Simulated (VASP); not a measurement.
**FeO: single point with PBE**

FeO:

```
Fe O
1.0
    -1.52622    1.52622    2.15065
     1.52622   -1.52622    2.15065
     1.52622    1.52622   -2.15065
Fe O
1 1
Cartesian
  0.0000 0.0000 0.0000
  0.0000 0.0000 2.1506
```

```json
{
  "Program": "VASP 6.6.1",
  "Task": "single point",
  "Functional": "PBE",
  "Potentials or basis": "VASP PAW PBE potentials, release 64 (Fe, O)",
  "Cutoff": "520 eV",
  "k mesh": "8 × 8 × 8",
  "Occupations": "gaussian, width 0.1 eV",
  "Spin": "collinear spin, ferromagnetic start",
  "Starting moments": "[3.84, 0.33] μB"
}
```

| Item | Value |
| --- | --- |
| Pressure | -0.2 GPa |
| Band gap on the k mesh | zero (filled and empty bands overlap) |
| Net moment | 4.00 μB per cell |
| Site moments | Fe +3.62; O +0.30 μB |
| Valence electrons inside the program's atomic spheres | Fe 6.73; O 4.99 |

Stress tensor (GPa, compression positive):
```
-0.28  0.00  0.00
 0.00 -0.28  0.00
 0.00  0.00  0.07
```

Levels at points of the mesh, in eV from the Fermi level:
Spin up:
| k point | band 6 | band 7 | band 8 | band 9 | band 10 | band 11 | band 12 | band 13 |
| --- | --- | --- | --- | --- | --- | --- | --- | --- |
| (0.00, 0.00, 0.00) | -3.80 | -3.80 | -3.69 | -3.68 | 0.08 | 15.45 | 17.02 | 17.02 |
| (0.50, 0.00, 0.00) | -3.07 | -2.51 | -0.37 | -0.34 | 4.07 | 8.45 | 12.50 | 12.58 |
| (0.50, 0.50, 0.00) | -3.30 | -2.82 | -2.81 | -2.80 | 5.27 | 8.71 | 10.77 | 14.68 |
| (0.50, 0.50, 0.50) | -3.30 | -2.81 | -2.81 | -2.81 | 5.27 | 8.76 | 10.72 | 14.66 |
Spin down:
| k point | band 1 | band 2 | band 3 | band 4 | band 5 | band 6 | band 7 | band 8 | band 9 | band 10 |
| --- | --- | --- | --- | --- | --- | --- | --- | --- | --- | --- |
| (0.00, 0.00, 0.00) | -20.19 | -3.25 | -3.24 | -3.24 | -0.75 | -0.75 | -0.73 | 0.18 | 0.19 | 0.88 |
| (0.50, 0.00, 0.00) | -19.01 | -7.99 | -5.15 | -5.14 | 0.37 | 0.39 | 0.59 | 2.76 | 2.79 | 4.56 |
| (0.50, 0.50, 0.00) | -19.00 | -6.88 | -4.43 | -4.40 | -2.11 | 0.71 | 0.72 | 0.73 | 1.13 | 6.61 |
| (0.50, 0.50, 0.50) | -19.00 | -6.87 | -4.43 | -4.43 | -2.12 | 0.72 | 0.72 | 0.73 | 1.13 | 6.62 |

Run time: 16 s on 1 thread of Intel(R) Xeon(R) 6975P-C (Granite Rapids) (shared host), peak memory 0.17 GiB.

Caveat: the k points lie up to 0.36 Å⁻¹ apart; a cell with one magnetic atom can't hold antiferromagnetic order, which such compounds often take; semilocal functionals often make such compounds metallic where correlation or magnetic order opens a gap, which also shifts bond lengths. With open d or f shells a metallic result of PBE can be an artefact of self-interaction; +U or a hybrid may open a gap.
